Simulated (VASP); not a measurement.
# AlN (Fm-3m) in VASP: a series of runs

Runs on AlN. Level: PBE. Tasks: single point, relaxation of cell and atoms.

Everything below comes from runs of VASP 6.6.1. Logs are shortened: lines on timing, memory, paths and dates and some standing lists are left out, and cuts for length are marked.

### Step 1. The cell of the first run

Symmetry: Fm-3m, No. 225, cubic system. Conventional cell: a = 4.070 Å, b = 4.070 Å, c = 4.070 Å, α = 90.00°, β = 90.00°, γ = 90.00°. Al (site symmetry m-3m) has 6 N at 2.04 Å within 2.7 Å. Within 2.7 Å of N (site symmetry m-3m) lie 6 Al at 2.04 Å.

### Step 2. Single point, PBE

INCAR

```
PREC = Accurate
ENCUT = 520
EDIFF = 1E-6
ISMEAR = 0
SIGMA = 0.02
LREAL = False
LASPH = True
NELM = 100
ALGO = Normal
ISIF = 2
LWAVE = False
LCHARG = False
GGA = PE
NBANDS = 11
```

KPOINTS

```
regular mesh
0
Gamma
  10 10 10
```

POSCAR

```
AlN
1.0
    0.0000000000      2.0351763369      2.0351763369
    2.0351763369      0.0000000000      2.0351763369
    2.0351763369      2.0351763369      0.0000000000
Al N
1 1
Direct
    0.0000000000      0.0000000000      0.0000000000
    0.5000000000      0.5000000000      0.5000000000
```

Potentials or basis: VASP PAW PBE potentials, release 64 (Al, N).

The run is started by

```sh
> cat potpaw_PBE.64/Al/POTCAR potpaw_PBE.64/N/POTCAR > POTCAR
> mpirun -np 1 vasp_std > vasp.out
```

OUTCAR:

```text
PREC = Accurate
   ENCUT = 520
   EDIFF = 1E-6
   ISMEAR = 0
   LREAL = False
   LASPH = True
   NELM = 100
   ISIF = 2
   GGA = PE

 ion  position               nearest neighbor table
   1  0.000  0.000  0.000-   2 2.04   2 2.04   2 2.04   2 2.04   2 2.04   2 2.04
   2  0.500  0.500  0.500-   1 2.04   1 2.04   1 2.04   1 2.04   1 2.04   1 2.04

  LATTYP: Found a face centered cubic cell.
 ALAT       =     4.0703526738

  Lattice vectors:

 A1 = (   0.0000000000,   2.0351763369,   2.0351763369)
 A2 = (   2.0351763369,   0.0000000000,   2.0351763369)
 A3 = (   2.0351763369,   2.0351763369,   0.0000000000)

Analysis of symmetry for initial positions (statically):
=====================================================================
 Subroutine PRICEL returns:
 Original cell was already a primitive cell.

 Routine SETGRP: Setting up the symmetry group for a
 face centered cubic supercell.

 Subroutine GETGRP returns: Found 48 space group operations
 (whereof 48 operations were pure point group operations)
 out of a pool of 48 trial point group operations.

The static configuration has the point symmetry O_h .

Analysis of symmetry for dynamics (positions and initial velocities):
=====================================================================
 Subroutine PRICEL returns:
 Original cell was already a primitive cell.

 Routine SETGRP: Setting up the symmetry group for a
 face centered cubic supercell.

 Subroutine GETGRP returns: Found 48 space group operations
 (whereof 48 operations were pure point group operations)
 out of a pool of 48 trial point group operations.

The dynamic configuration has the point symmetry O_h .

 Subroutine INISYM returns: Found 48 space group operations
 (whereof 48 operations are pure point group operations),
 and found     1 'primitive' translations

----------------------------------------------------------------------------------------

                                     Primitive cell

  volume of cell :      16.8592

  direct lattice vectors                    reciprocal lattice vectors
     0.000000000  2.035176337  2.035176337    -0.245678957  0.245678957  0.245678957
     2.035176337  0.000000000  2.035176337     0.245678957 -0.245678957  0.245678957
     2.035176337  2.035176337  0.000000000     0.245678957  0.245678957 -0.245678957

  length of vectors
     2.878173977  2.878173977  2.878173977     0.425528436  0.425528436  0.425528436

  position of ions in fractional coordinates (direct lattice)
     0.000000000  0.000000000  0.000000000
     0.500000000  0.500000000  0.500000000

  ion indices of the primitive-cell ions
   primitive index   ion index
                 1           1
                 2           2

----------------------------------------------------------------------------------------

 KPOINTS: regular mesh

Automatic generation of k-mesh.
 Grid dimensions read from file:
 generate k-points for:   10   10   10

 Generating k-lattice:

  Cartesian coordinates                     Fractional coordinates (reciprocal lattice)
    -0.024567896  0.024567896  0.024567896     0.100000000  0.000000000  0.000000000
     0.024567896 -0.024567896  0.024567896     0.000000000  0.100000000  0.000000000
     0.024567896  0.024567896 -0.024567896     0.000000000  0.000000000  0.100000000

  Length of vectors
     0.042552844  0.042552844  0.042552844

  Shift w.r.t. Gamma in fractional coordinates (k-lattice)
     0.000000000  0.000000000  0.000000000

 Subroutine IBZKPT returns following result:
 ===========================================

 Found     47 irreducible k-points:

 Following reciprocal coordinates:
            Coordinates               Weight
  0.000000  0.000000  0.000000      1.000000
  0.100000  0.000000  0.000000      8.000000
  0.200000  0.000000  0.000000      8.000000
  0.300000  0.000000  0.000000      8.000000
  0.400000  0.000000  0.000000      8.000000
  0.500000  0.000000  0.000000      4.000000
[... 16 lines left out ...]
  0.300000  0.300000  0.000000      6.000000
  0.400000  0.300000  0.000000     24.000000
 [... further k-points ...]
   k-points           NKPTS =     47   k-points in BZ     NKDIM =     47   number of bands    NBANDS=     11
   number of dos      NEDOS =    301   number of ions     NIONS =      2
   total plane-waves  NPLWV =  13824
   dimension x,y,z NGX =    24 NGY =   24 NGZ =   24
   dimension x,y,z NGXF=    48 NGYF=   48 NGZF=   48
   ions per type =               1   1
   NGX,Y,Z   is equivalent  to a cutoff of  13.86, 13.86, 13.86 a.u.
   NGXF,Y,Z  is equivalent  to a cutoff of  27.73, 27.73, 27.73 a.u.
 SYSTEM =  unknown system
   PREC   = accura    normal or accurate (medium, high low for compatibility)
   ISTART =      0    job   : 0-new  1-cont  2-samecut
   ICHARG =      2    charge: 1-file 2-atom 10-const
   ISPIN  =      1    spin polarized calculation?
   LNONCOLLINEAR =      F non collinear calculations
   LSORBIT =      F    spin-orbit coupling
   LASPH  =      T    aspherical Exc in radial PAW
   ENCUT  =  520.0 eV  38.22 Ry    6.18 a.u.   5.35  5.35  5.35*2*pi/ulx,y,z
   NELM   =    100;   NELMIN=  2; NELMDL= -5     # of ELM steps
   EDIFF  = 0.1E-05   stopping-criterion for ELM
   LREAL  =      F    real-space projection
   EDIFFG = 0.1E-04   stopping-criterion for IOM
   NSW    =      0    number of steps for IOM
   IBRION =     -1    ionic relax: 0-MD 1-quasi-New 2-CG
   NFREE  =      0    steps in history (QN), initial steepest desc. (CG)
   ISIF   =      2    stress and relaxation
   ISYM   =      2    0-nonsym 1-usesym 2-fastsym
   POTIM  = 0.5000    time-step for ionic-motion
   TEBEG  =    0.0;   TEEND  =   0.0 temperature during run
   PSTRESS=    0.0 pullay stress
   NELECT =       8.0000    total number of electrons
   NUPDOWN=      -1.0000    fix difference up-down
   EMIN   =  10.00;   EMAX   =-10.00  energy-range for DOS
   EFERMI =   0.00;   METHOD = LEGACY
   ISMEAR =     0;   SIGMA  =   0.02  broadening in eV -4-tet -1-fermi 0-gaus
   EFERMI_NEDOS =   21; number of points for ismear=-14 and -15
   IALGO  =     38    algorithm
   IMIX   =      4    mixing-type and parameters
     AMIX     =   0.40;   BMIX     =  1.00
     AMIX_MAG =   1.60;   BMIX_MAG =  1.00
  volume/ion in A,a.u.               =       8.43        56.89
  Fermi-wavevector in a.u.,A,eV,Ry     =   1.276908  2.413005 22.184202  1.630493
  Thomas-Fermi vector in A             =   2.409537
   LORBIT       =      0    0 simple, 1 ext, 2 COOP (PROOUT), +10 PAW based schemes
   GGA     = PE    functional components
   LHFCALC =     F    Hartree Fock is set to
   AEXX    =    0.0000 exact exchange contribution
   IVDW    =     0    specifies the selected vdW correction
   LEPSILON=     F    determine dielectric tensor
   LRPA    =     F    only Hartree local field effects (RPA)
 non-spin polarized calculation
 Gauss-broadening in eV      SIGMA  =   0.02
  energy-cutoff  :      520.00
  volume of cell :       16.86
 maximum number of plane-waves:       469
 NGX is ok and might be reduce to    24
   NGX = 11   NGY = 11   NGZ = 11

 number of electron       8.0000000 magnetization

 Free energy of the ion-electron system (eV)
  ---------------------------------------------------
  ext. energy  EPLUGINS =         0.00000000
  ---------------------------------------------------
  free energy    TOTEN  =       -14.54590753 eV

  energy without entropy =      -14.54590753  energy(sigma->0) =      -14.54590753

 E-fermi :   9.8679     XC(G=0): -12.1919

 val. band max:        9.7054755584   @ k =   0.0000   0.0000   0.0000
 cond. band min:      14.1198939958   @ k =   0.5000   0.5000   0.0000
 fundamental gap:      4.4144184374
 Fermi energy:         9.8679451148

 k-point     1 :       0.0000    0.0000    0.0000
  band No.  band energies     occupation
      1      -7.6665      2.00000
      2       9.7055      2.00000
      3       9.7055      2.00000
      4       9.7055      2.00000
      5      15.0980      0.00000
      6      21.8078      0.00000
      7      21.8078      0.00000
      8      21.8078      0.00000
      9      26.8947      0.00000
     10      27.3478      0.00000
     11      27.3478      0.00000

 k-point     2 :       0.1000    0.0000    0.0000
  band No.  band energies     occupation
      1      -7.4653      2.00000
      2       8.6880      2.00000
      3       9.5877      2.00000
      4       9.5877      2.00000
      5      15.7393      0.00000
      6      20.9033      0.00000
      7      22.0953      0.00000
      8      22.0953      0.00000
      9      25.7166      0.00000
     10      25.7166      0.00000
     11      27.6884      0.00000

 k-point     3 :       0.2000    0.0000    0.0000
  band No.  band energies     occupation
      1      -6.8804      2.00000
      2       6.5694      2.00000
      3       9.3015      2.00000
      4       9.3015      2.00000
      5      16.4335      0.00000
      6      20.3526      0.00000
      7      22.2239      0.00000
      8      22.2239      0.00000
      9      25.1628      0.00000
     10      25.1628      0.00000
     11      26.9979      0.00000

 k-point     4 :       0.3000    0.0000    0.0000
  band No.  band energies     occupation
      1      -5.9855      2.00000
      2       4.2789      2.00000
      3       8.9839      2.00000
      4       8.9839      2.00000
      5      16.2271      0.00000
      6      21.2154      0.00000
      7      21.4572      0.00000
      8      21.4572      0.00000
      9      26.1916      0.00000
     10      26.6576      0.00000
     11      26.6576      0.00000
[... 239 lines left out ...]
 k-point    22 :      -0.2000    0.2000    0.0000
  band No.  band energies     occupation
      1      -5.6962      2.00000
      2       4.8002      2.00000
      3       6.8309      2.00000
      4       9.0493      2.00000
      5      18.1634      0.00000
      6      19.6281      0.00000
      7      20.3182      0.00000
      8      22.0468      0.00000
      9      24.6390      0.00000
     10      28.6286      0.00000
     11      29.9049      0.00000

 k-point    23 :       0.3000    0.3000    0.0000
  band No.  band energies     occupation
      1      -5.4585      2.00000
      2       4.9473      2.00000
      3       7.7230      2.00000
      4       7.7231      2.00000
      5      16.3716      0.00000
      6      16.4238      0.00000
      7      21.2342      0.00000
      8      25.1073      0.00000
      9      25.1073      0.00000
     10      30.0601      0.00000
     11      33.5217      0.00000

 k-point    24 :       0.4000    0.3000    0.0000
  band No.  band energies     occupation
      1      -4.7211      2.00000
      2       3.9378      2.00000
      3       6.9635      2.00000
      4       7.4705      2.00000
      5      15.7112      0.00000
      6      16.5754      0.00000
      7      21.6889      0.00000
      8      25.0625      0.00000
      9      25.8004      0.00000
     10      31.3175      0.00000
     11      34.2013      0.00000

 [... further k-points ...]
[... 5 lines left out ...]
  --------------------------------------------------------------------------------------
  -------------------------------------------------------------------------------------
  Total       -0.0248501     -0.0248501     -0.0248501      0.0000000      0.0000000      0.0000000
  in kB       -2.3615801     -2.3615801     -2.3615801      0.0000000      0.0000000      0.0000000
  external PRESSURE =      -2.3615801 kB  Pullay stress =       0.0000000 kB

 VOLUME and BASIS-vectors are now :
 -----------------------------------------------------------------------------
  energy-cutoff  :      520.00
  volume of cell :       16.86
      direct lattice vectors                 reciprocal lattice vectors
     0.000000000  2.035176337  2.035176337    -0.245678957  0.245678957  0.245678957
     2.035176337  0.000000000  2.035176337     0.245678957 -0.245678957  0.245678957
     2.035176337  2.035176337  0.000000000     0.245678957  0.245678957 -0.245678957

 POSITION                                       TOTAL-FORCE (eV/Angst)
 -----------------------------------------------------------------------------------
      0.00000      0.00000      0.00000        -0.000000     -0.000000      0.000000
      2.03518      2.03518      2.03518         0.000000      0.000000      0.000000
 -----------------------------------------------------------------------------------
    total drift:                               -0.000000     -0.000000      0.000000

  FREE ENERGIE OF THE ION-ELECTRON SYSTEM (eV)
  ---------------------------------------------------
  free  energy   TOTEN  =       -14.5459075306 eV

  energy  without entropy=      -14.5459075306  energy(sigma->0) =      -14.54590753
```

Run time: 4.2 s. Hardware: 1 thread of Intel Xeon 6975P-C (Granite Rapids), shared host; peak memory 0.13 GiB.

What came out:

```
Free energy            : -14.5459 eV
Pressure               : -0.2 GPa
Band gap on the k mesh : 4.41 eV, indirect (least direct gap 5.39 eV)
```

Levels at points of the mesh, in eV from the valence-band top:
| k point | band 1 | band 2 | band 3 | band 4 | band 5 | band 6 | band 7 | band 8 |
| --- | --- | --- | --- | --- | --- | --- | --- | --- |
| (0.00, 0.00, 0.00) | -17.37 | 0.00 | 0.00 | 0.00 | 5.39 | 12.10 | 12.10 | 12.10 |
| (0.50, 0.00, 0.00) | -14.19 | -8.18 | -1.04 | -1.04 | 6.01 | 10.84 | 10.84 | 13.00 |
| (0.50, 0.50, 0.00) | -13.24 | -7.25 | -2.75 | -2.75 | 4.41 | 5.34 | 13.81 | 16.94 |

A k mesh can miss the band edges. PBE gaps usually lie below the measured ones, often by a third to a half.

### Step 3. Relaxation of cell and atoms, PBE

This run uses another cell than the first one, of 7.74 Å³/atom, 0.918 times its volume.

INCAR

```
SYSTEM = AlN
  PREC = Accurate
  ENCUT = 600
  EDIFF = 1E-6
  ISMEAR = 0
  SIGMA = 0.1
  LREAL = .FALSE.
  LASPH = .TRUE.
  NELM = 60
  ALGO = Normal
  ISIF = 3
  LWAVE = .FALSE.
  LCHARG = .FALSE.
  GGA = PE
  IBRION = 2
  NSW = 90
  EDIFFG = -0.04
```

KPOINTS

```
Automatic mesh
0
G
  8 8 8
  0 0 0
```

POSCAR

```
AlN
1.0
    0.0000000000      1.9780000400      1.9780000400
    1.9780000400      0.0000000000      1.9780000400
    1.9780000400      1.9780000400      0.0000000000
Al N
1 1
Direct
    0.0000000000      0.0000000000      0.0000000000
    0.5000000000      0.5000000000      0.5000000000
```

Potentials or basis: VASP PAW PBE potentials, release 64 (Al, N).

The run is started by

```sh
> cat potpaw_PBE.64/Al/POTCAR potpaw_PBE.64/N/POTCAR > POTCAR
> mpirun -np 1 vasp_std > vasp.out
```

Wall time 5.3 s (1 thread of Intel Xeon 6975P-C (Granite Rapids), shared host); peak memory 0.13 GiB.

It converged, with:

```
Free energy                            : -14.5451 eV
Relaxed volume                         : 8.43 Å³/atom
Relaxed cell                           : a = 2.878 Å, b = 2.878 Å, c = 2.878 Å, α = 60.00°, β = 60.00°, γ = 60.00°
Space group after relaxing (to 0.05 Å) : Fm-3m (No. 225)
Energy gained by relaxing              : 49.6 meV/atom
Ionic steps                            : 3
Pressure after relaxing                : -0.2 GPa
Band gap on the k mesh                 : 4.42 eV, indirect (least direct gap 5.39 eV)
```

The path:
```csv
step,energy change (eV),largest force (eV/Å),pressure (GPa),volume (Å³)
1,0.0000,0.0000,25.09,15.48
2,-0.0066,0.0000,-18.21,18.35
3,-0.0992,0.0000,-0.23,16.86
```

Final structure:
```xyz
2
Lattice="0.0000 2.0351 2.0351 2.0351 0.0000 2.0351 2.0351 2.0351 0.0000" Properties=species:S:1:pos:R:3 pbc="T T T"
Al    0.0000    0.0000    0.0000
N     2.0351    2.0351    2.0351
```

Levels at points of the mesh, in eV from the valence-band top:
```csv
k point,band 2,band 3,band 4,band 5,band 6,band 7
"(0.00, 0.00, 0.00)",0.00,0.00,0.00,5.39,12.10,12.10
"(0.50, 0.00, 0.00)",-8.18,-1.04,-1.04,6.01,10.84,10.84
"(0.50, 0.50, 0.00)",-7.25,-2.75,-2.75,4.42,5.34,13.81
```

A k mesh can miss the band edges. Zero-point motion and thermal expansion aren't in these numbers.

### Step 4. Relaxation of cell and atoms, PBE

INCAR

```
SYSTEM = AlN
ALGO = Normal
EDIFF = 1E-6
EDIFFG = -0.01
ENCUT = 600
GGA = PE
IBRION = 2
ISIF = 3
ISMEAR = 0
LASPH = .TRUE.
LCHARG = .FALSE.
LREAL = .FALSE.
LWAVE = .FALSE.
NELM = 60
NSW = 100
PREC = Accurate
SIGMA = 0.02
```

KPOINTS

```
k-points
0
G
  10 10 10
  0 0 0
```

POSCAR

```
AlN
1.0
    0.0000000000      2.0351763369      2.0351763369
    2.0351763369      0.0000000000      2.0351763369
    2.0351763369      2.0351763369      0.0000000000
Al N
1 1
Direct
    0.0000000000      0.0000000000      0.0000000000
    0.5000000000      0.5000000000      0.5000000000
```

The run is started by

```sh
> cat potpaw_PBE.64/Al/POTCAR potpaw_PBE.64/N/POTCAR > POTCAR
> mpirun -np 1 vasp_std > vasp.out
```

Wall time 6 s (1 thread of Intel Xeon 6975P-C (Granite Rapids), shared host); peak memory 0.13 GiB.

The run converged. Its results:

```yaml
Free_energy: -14.5477 eV
Relaxed_volume: 8.42 Å³/atom
Relaxed_cell: a = 2.877 Å, b = 2.877 Å, c = 2.877 Å, α = 60.00°, β = 60.00°, γ = 60.00°
Space_group_after_relaxing_to_0.05_Å: Fm-3m (No. 225)
Energy_gained_by_relaxing: 0.0 meV/atom
Ionic_steps: 3
Pressure_after_relaxing: 0.0 GPa
Band_gap_on_the_k_mesh: 4.43 eV, indirect (least direct gap 5.41 eV)
```

Final structure:
```
Al N
1.0
     0.00000    2.03413    2.03413
     2.03413    0.00000    2.03413
     2.03413    2.03413    0.00000
Al N
1 1
Direct
  0.00000 0.00000 0.00000
  0.50000 0.50000 0.50000
```

Levels at points of the mesh, in eV from the valence-band top:
```csv
k point,band 1,band 2,band 3,band 4,band 5,band 6,band 7,band 8
"(0.00, 0.00, 0.00)",-17.39,0.00,0.00,0.00,5.41,12.11,12.11,12.11
"(0.50, 0.00, 0.00)",-14.20,-8.19,-1.04,-1.04,6.02,10.85,10.85,13.02
"(0.50, 0.50, 0.00)",-13.24,-7.26,-2.75,-2.75,4.43,5.33,13.82,16.96
```

A k mesh can miss the band edges. Expect the measured gap to be larger: semilocal functionals such as PBE lack the derivative discontinuity.

### Step 5. The runs side by side

```tsv
task	cell	k mesh	cutoff (eV)	smearing	gap on the mesh (eV)	pressure (GPa)	relaxed volume (Å³/atom)
single point	a = 2.878 Å, angles 60.0°, 2 atoms	10 × 10 × 10	520	gaussian 0.02 eV	4.41	-0.2	-
relaxation of cell and atoms	relaxed from a = 2.797 Å, angles 60.0°, 2 atoms	8 × 8 × 8	600	gaussian 0.1 eV	4.42	-0.2	8.43
relaxation of cell and atoms	relaxed from a = 2.878 Å, angles 60.0°, 2 atoms	10 × 10 × 10	600	gaussian 0.02 eV	4.43	0.0	8.42
```

Alike in all rows: level PBE; potentials or basis VASP PAW PBE potentials, release 64 (Al, N); no spin polarisation.

Absolute energies hang on the potentials; compare differences alone.
